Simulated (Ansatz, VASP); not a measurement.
## Two plane-wave programs on Li2S

```
Li S
1.0
     0.00000    2.68169    2.68169
     2.68169    0.00000    2.68169
     2.68169    2.68169    0.00000
Li S
2 1
Direct
  0.25000 0.25000 0.25000
  0.75000 0.75000 0.75000
  0.00000 0.00000 0.00000
```

Change from the starting cell: hydrostatic strain -5.8%.

Alike in both runs: task single point; functional HSE06; k mesh 6 × 6 × 6; no spin polarisation.

|  | VASP | Ansatz |
| --- | --- | --- |
| version | VASP 6.6.1 | Ansatz 0.2.0 |
| potentials or method | VASP PAW PBE potentials, release 64 (Li_sv, S) | plane waves, PAW |
| plane-wave cutoff (eV) | 650 | 420 |
| occupations | gaussian, width 0.01 eV | fixed |
| valence electrons in the cell | 12 | 12 |

Ansatz gave:

| Quantity | Value |
| --- | --- |
| gap on the k mesh at the Fermi level (eV) | 4.17 |
| pressure (GPa) | 10.0 |

Q: Which values does VASP return?

A: gap on the k mesh at the Fermi level (eV): 4.16; pressure (GPa): 9.8.

Ansatz's warnings: stress exchange threshold loose, stress scf threshold loose.
